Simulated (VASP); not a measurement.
# CdS (P6_3mc) in VASP: further runs, part 2 of 2

VASP 6.6.1.

## 3. Single point, r2SCAN

Contents of POSCAR:

```
CdS
1.0
    4.1605991063      0.0000000000      0.0000000000
   -2.0802995531      3.6031845210      0.0000000000
    0.0000000000      0.0000000000     13.5541938596
Cd S
4 4
Direct
    0.0000000000      0.0000000000     -0.0003495472
    0.3333333333      0.6666666667      0.2498897453
    0.0000000000      0.0000000000      0.4996504528
    0.6666666667      0.3333333333      0.7498897453
    0.0000000000      0.0000000000      0.1876440827
    0.3333333333      0.6666666667      0.4378157192
    0.0000000000      0.0000000000      0.6876440827
    0.6666666667      0.3333333333      0.9378157192
```

Contents of INCAR.step1:

```
ALGO = Normal
EDIFF = 1E-4
ENCUT = 520
GGA = PE
ISMEAR = 0
LASPH = T
LCHARG = F
LREAL = F
LWAVE = T
NBANDS = 46
NELM = 100
PREC = Accurate
SIGMA = 0.01
```

Contents of INCAR.step2:

```
ALGO = Normal
EDIFF = 1E-7
ENCUT = 520
ISIF = 2
ISMEAR = 0
ISTART = 1
LASPH = T
LCHARG = F
LMIXTAU = T
LREAL = F
LWAVE = F
METAGGA = R2SCAN
NBANDS = 46
NELM = 100
PREC = Accurate
SIGMA = 0.01
```

Contents of KPOINTS:

```
k-points
0
Gamma
  6 6 2
```

Potentials or basis: VASP PAW PBE potentials, release 64 (Cd, S).

Run with:

```
$ cat potpaw_PBE.64/Cd/POTCAR potpaw_PBE.64/S/POTCAR > POTCAR
$ cp INCAR.step1 INCAR
$ mpirun -np 1 vasp_std > vasp.out
$ cp INCAR.step2 INCAR
$ mpirun -np 1 vasp_std > vasp.out
```

OUTCAR:

```text
EDIFF = 1E-7
   ENCUT = 520
   ISIF = 2
   ISMEAR = 0
   ISTART = 1
   LASPH = T
   LREAL = F
   METAGGA = R2SCAN
   NELM = 100
   PREC = Accurate

 ion  position               nearest neighbor table
   1  0.000  0.000  1.000-   8 2.54   8 2.54   8 2.54   5 2.55
   2  0.333  0.667  0.250-   5 2.55   5 2.55   5 2.55   6 2.55
   3  0.000  0.000  0.500-   6 2.54   6 2.54   6 2.54   7 2.55
   4  0.667  0.333  0.750-   7 2.55   7 2.55   7 2.55   8 2.55
   5  0.000  0.000  0.188-   2 2.55   2 2.55   2 2.55   1 2.55
   6  0.333  0.667  0.438-   3 2.54   3 2.54   3 2.54   2 2.55
   7  0.000  0.000  0.688-   4 2.55   4 2.55   4 2.55   3 2.55
   8  0.667  0.333  0.938-   1 2.54   1 2.54   1 2.54   4 2.55

  LATTYP: Found a hexagonal cell.
 ALAT       =     4.1605991063
 C/A-ratio  =     3.2577505098

  Lattice vectors:

 A1 = (   4.1605991063,   0.0000000000,   0.0000000000)
 A2 = (  -2.0802995531,   3.6031845210,   0.0000000000)
 A3 = (   0.0000000000,   0.0000000000,  13.5541938596)

Analysis of symmetry for initial positions (statically):
=====================================================================
 Subroutine PRICEL returns:
 Original cell was already a primitive cell.

 Routine SETGRP: Setting up the symmetry group for a
 hexagonal supercell.

 Subroutine GETGRP returns: Found 12 space group operations
 (whereof  6 operations were pure point group operations)
 out of a pool of 24 trial point group operations.

The static configuration has the point symmetry C_3v.
 The point group associated with its full space group is C_6v.

Analysis of symmetry for dynamics (positions and initial velocities):
=====================================================================
 Subroutine PRICEL returns:
 Original cell was already a primitive cell.

 Routine SETGRP: Setting up the symmetry group for a
[... 131 lines left out ...]
  Thomas-Fermi vector in A             =   2.295060
   LORBIT       =      0    0 simple, 1 ext, 2 COOP (PROOUT), +10 PAW based schemes
   METAGGA = R2SCAN    functional components
   LHFCALC =     F    Hartree Fock is set to
   AEXX    =    0.0000 exact exchange contribution
   IVDW    =     0    specifies the selected vdW correction
   LEPSILON=     F    determine dielectric tensor
   LRPA    =     F    only Hartree local field effects (RPA)
 non-spin polarized calculation
 Gauss-broadening in eV      SIGMA  =   0.01
  energy-cutoff  :      520.00
  volume of cell :      203.20
 maximum number of plane-waves:      5553
 NGX is ok and might be reduce to    32
   NGX = 15   NGY = 15   NGZ = 51

 number of electron      72.0000005 magnetization

 Free energy of the ion-electron system (eV)
  ---------------------------------------------------
  ext. energy  EPLUGINS =         0.00000000
  ---------------------------------------------------
  free energy    TOTEN  =      -118.75119529 eV

  energy without entropy =     -118.75119529  energy(sigma->0) =     -118.75119529

 E-fermi :   0.9051     XC(G=0):  -9.6139

 val. band max:        0.8488154432   @ k =   0.0000   0.0000   0.0000
 cond. band min:       2.4289608499   @ k =   0.0000   0.0000   0.0000
 fundamental gap:      1.5801454067
 Fermi energy:         0.9051351517

 k-point     1 :       0.0000    0.0000    0.0000
  band No.  band energies     occupation
      1     -11.8809      2.00000
      2     -11.6752      2.00000
      3     -11.6723      2.00000
      4     -11.4704      2.00000
      5      -7.0255      2.00000
      6      -7.0229      2.00000
[... 675 lines left out ...]
     45       8.0824      0.00000
     46       8.0824      0.00000

------------------------ aborting loop because EDIFF is reached ----------------------------------------

  FORCE on cell =-STRESS in cart. coord.  units (eV):
  Direction    XX          YY          ZZ          XY          YZ          ZX
  --------------------------------------------------------------------------------------
  -------------------------------------------------------------------------------------
  Total        0.3594939      0.3594939      0.3655924      0.0000000      0.0000000      0.0000000
  in kB        2.8345623      2.8345623      2.8826486      0.0000000      0.0000000      0.0000000
  external PRESSURE =       2.8505911 kB  Pullay stress =       0.0000000 kB

 VOLUME and BASIS-vectors are now :
 -----------------------------------------------------------------------------
  energy-cutoff  :      520.00
  volume of cell :      203.20
      direct lattice vectors                 reciprocal lattice vectors
     4.160599106  0.000000000  0.000000000     0.240350001  0.138766138  0.000000000
    -2.080299553  3.603184521  0.000000000     0.000000000  0.277532276  0.000000000
     0.000000000  0.000000000 13.554193860     0.000000000  0.000000000  0.073777903

 POSITION                                       TOTAL-FORCE (eV/Angst)
 -----------------------------------------------------------------------------------
      0.00000      0.00000     13.54946        -0.000000     -0.000000      0.000486
     -0.00000      2.40212      3.38705        -0.000000     -0.000000     -0.000751
      0.00000      0.00000      6.77236        -0.000000     -0.000000      0.000486
      2.08030      1.20106     10.16415         0.000000      0.000000     -0.000751
      0.00000      0.00000      2.54336         0.000000     -0.000000     -0.000119
     -0.00000      2.40212      5.93424         0.000000     -0.000000      0.000384
      0.00000      0.00000      9.32046         0.000000     -0.000000     -0.000119
      2.08030      1.20106     12.71134         0.000000     -0.000000      0.000384
 -----------------------------------------------------------------------------------
    total drift:                               -0.000000     -0.000001      0.005358

  FREE ENERGIE OF THE ION-ELECTRON SYSTEM (eV)
  ---------------------------------------------------
  free  energy   TOTEN  =      -118.7511952866 eV

  energy  without entropy=     -118.7511952866  energy(sigma->0) =     -118.75119529
```

OUTCAR.step1:

```text
EDIFF = 1E-4
   ENCUT = 520
   GGA = PE
   ISMEAR = 0
[... 921 lines left out ...]
      0.00000      0.00000      2.54336        -0.000000      0.000000     -0.002990
     -0.00000      2.40212      5.93424        -0.000000      0.000000      0.001336
      0.00000      0.00000      9.32046        -0.000000      0.000000     -0.002990
      2.08030      1.20106     12.71134         0.000000     -0.000000      0.001336
 -----------------------------------------------------------------------------------
    total drift:                               -0.000000     -0.000001     -0.000757

  FREE ENERGIE OF THE ION-ELECTRON SYSTEM (eV)
  ---------------------------------------------------
  free  energy   TOTEN  =       -24.5579794726 eV

  energy  without entropy=      -24.5579794726  energy(sigma->0) =      -24.55797947
```

OSZICAR.step1:

```text
N       E                     dE             d eps       ncg     rms          rms(c)
DAV:   1     0.526031995392E+03    0.52603E+03   -0.35478E+04  1296   0.145E+03
DAV:   2     0.813144145336E+01   -0.51790E+03   -0.50216E+03  1452   0.358E+02
DAV:   3    -0.262311396390E+02   -0.34363E+02   -0.34164E+02  1458   0.898E+01
DAV:   4    -0.267393661873E+02   -0.50823E+00   -0.50743E+00  1530   0.106E+01
DAV:   5    -0.267480032522E+02   -0.86371E-02   -0.86363E-02  1498   0.136E+00    0.155E+01
DAV:   6    -0.245944834183E+02    0.21535E+01   -0.46265E+00  1588   0.159E+01    0.122E+01
DAV:   7    -0.245902748195E+02    0.42086E-02   -0.20266E+00  1452   0.568E+00    0.446E+00
DAV:   8    -0.245581873259E+02    0.32087E-01   -0.32776E-01  1416   0.398E+00    0.959E-01
DAV:   9    -0.245577551348E+02    0.43219E-03   -0.44600E-02  1466   0.196E+00    0.328E-01
DAV:  10    -0.245575753073E+02    0.17983E-03   -0.34421E-03  1420   0.559E-01    0.166E-01
DAV:  11    -0.245577297830E+02   -0.15448E-03   -0.53776E-04  1432   0.102E-01    0.134E-01
DAV:  12    -0.245579602235E+02   -0.23044E-03   -0.66712E-04  1240   0.129E-01    0.788E-02
DAV:  13    -0.245579794726E+02   -0.19249E-04   -0.23359E-04  1060   0.100E-01
   1 F= -.24557979E+02 E0= -.24557979E+02  d E =-.274487E-44
```

It took 10 min on 1 thread of Intel Xeon Platinum 8488C (Sapphire Rapids), shared host; peak memory 0.4 GiB.

Results:

```yaml
Free_energy: -118.7512 eV
Pressure: 0.3 GPa
Band_gap_on_the_k_mesh: 1.58 eV, direct
```

Levels at points of the mesh, in eV from the valence-band top:
```
           k point  band 34  band 35  band 36  band 37  band 38  band 39
(0.00, 0.00, 0.00)    -0.02     0.00     0.00     1.58     3.13     3.31
(0.50, 0.00, 0.00)    -1.29    -0.89    -0.74     3.54     3.74     4.31
(0.00, 0.00, 0.50)    -0.12    -0.12    -0.12     2.40     2.40     3.36
(0.50, 0.00, 0.50)    -1.19    -0.92    -0.92     3.94     3.94     4.28
```

Caveat: the PAW data sets were made with another functional, which shifts forces and pressure a little.

## 4. Single point, r2SCAN

POSCAR is that of step 3.

Contents of INCAR.step1:

```
SYSTEM = CdS
PREC = Accurate
ENCUT = 520
ISMEAR = 0
SIGMA = 0.01
LREAL = .FALSE.
LASPH = .TRUE.
NELM = 100
NBANDS = 46
GGA = PE
ALGO = Normal
EDIFF = 1E-4
LWAVE = .TRUE.
LCHARG = .FALSE.
```

Contents of INCAR.step2:

```
SYSTEM = CdS
PREC = Accurate
ENCUT = 520
EDIFF = 1E-6
ISMEAR = 0
SIGMA = 0.01
LREAL = .FALSE.
LASPH = .TRUE.
NELM = 100
ALGO = Normal
ISIF = 2
LWAVE = .FALSE.
LCHARG = .TRUE.
METAGGA = R2SCAN
LMIXTAU = .TRUE.
LELF = .TRUE.
LVHAR = .TRUE.
NBANDS = 46
ISTART = 1
```

Contents of KPOINTS:

```
regular mesh
0
G
  6 6 2
  0 0 0
```

Run with:

```
$ cat potpaw_PBE.64/Cd/POTCAR potpaw_PBE.64/S/POTCAR > POTCAR
$ cp INCAR.step1 INCAR
$ mpirun -np 1 vasp_std > vasp.out
$ cp INCAR.step2 INCAR
$ mpirun -np 1 vasp_std > vasp.out
```

Wall time 6.2 min (1 thread of Intel Xeon Platinum 8488C (Sapphire Rapids), shared host); peak memory 0.41 GiB.

Results (log left out):

| Item | Value |
| --- | --- |
| Free energy | -118.7512 eV |
| Pressure | 0.3 GPa |
| Band gap on the k mesh | 1.58 eV, direct |

Levels at points of the mesh, in eV from the valence-band top:
| k point | band 32 | band 33 | band 34 | band 35 | band 36 | band 37 | band 38 | band 39 | band 40 | band 41 |
| --- | --- | --- | --- | --- | --- | --- | --- | --- | --- | --- |
| (0.00, 0.00, 0.00) | -0.38 | -0.38 | -0.02 | 0.00 | 0.00 | 1.58 | 3.13 | 3.31 | 3.33 | 6.61 |
| (0.50, 0.00, 0.00) | -1.32 | -1.32 | -1.29 | -0.89 | -0.74 | 3.54 | 3.74 | 4.31 | 4.64 | 5.32 |
| (0.00, 0.00, 0.50) | -0.64 | -0.12 | -0.12 | -0.12 | -0.12 | 2.40 | 2.40 | 3.36 | 3.36 | 6.80 |
| (0.50, 0.00, 0.50) | -1.70 | -1.19 | -1.19 | -0.92 | -0.92 | 3.94 | 3.94 | 4.28 | 4.28 | 5.11 |

Caveat: the PAW data sets were made with another functional, which shifts forces and pressure a little. r2SCAN opens gaps a little over a GGA but as a rule still falls short of measured ones.
